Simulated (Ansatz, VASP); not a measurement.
**One calculation of Ag, two programs**

The input INCAR:

```
PREC     = Accurate       # precision mode
ENCUT    = 520            # plane-wave cutoff, eV
EDIFF    = 1E-7           # SCF threshold, eV
ISMEAR   = -1             # smearing method
SIGMA    = 0.15           # smearing width, eV
LREAL    = False          # projectors in reciprocal space
LASPH    = True           # aspherical terms in the spheres
NELM     = 100            # most SCF steps
ALGO     = Normal         # electronic algorithm
ISIF     = 2              # what is computed and relaxed
LWAVE    = False          # write WAVECAR
LCHARG   = False          # write CHGCAR
GGA      = PE             # functional
NBANDS   = 18             # bands
```

File KPOINTS:

```
regular mesh
0
Gamma
  14 14 8
```

The input POSCAR:

```
Ag
1.0
    2.9590098492      0.0000000000      0.0000000000
   -1.4795049246      2.5625776994      0.0000000000
    0.0000000000      0.0000000000      4.8374288271
Ag
2
Direct
    0.3333333333      0.6666666667      0.2500000000
    0.6666666667      0.3333333333      0.7500000000
```

Input for Ansatz:

```yaml
crystal:
  lattice:
    - [2.9590098492, 0.0, 0.0]
    - [-1.4795049246, 2.5625776994, 0.0]
    - [0.0, 0.0, 4.8374288271]
  atoms:
    - { symbol: Ag, position: [0.3333333333, 0.6666666667, 0.25] }
    - { symbol: Ag, position: [0.6666666667, 0.3333333333, 0.75] }
kpoints:
  mp_grid: { grid: [14, 14, 8] }
scf:
  occupations: { method: fermi_dirac, width: 0.15 }
hamiltonian:
  xc: pbe
  pseudopotentials: { kind: all_electron, lapw: { basis_error: 0.00025 } }
output:
  forces: true
  stress: true
  eigenvalues: true
```

Alike in both runs: task single point; functional PBE; k mesh 14 × 14 × 8; occupations fermi-dirac, width 0.15 eV; no spin polarisation.

|  | VASP | Ansatz |
| --- | --- | --- |
| version | VASP 6.6.1 | Ansatz 0.2.0 |
| potentials or method | VASP PAW PBE potentials, release 64 (Ag), cutoff 520 eV | all-electron LAPW, scalar-relativistic |

|  | VASP | Ansatz | Ansatz less VASP |
| --- | --- | --- | --- |
| gap on the k mesh at the Fermi level (eV) | none | none | - |
| pressure (GPa) | -2.2 | -2.1 | +0.08 |

A gap of «none» marks a metal or a gap that the smearing closes. Ansatz ran all-electron here, and VASP with PAW potentials.
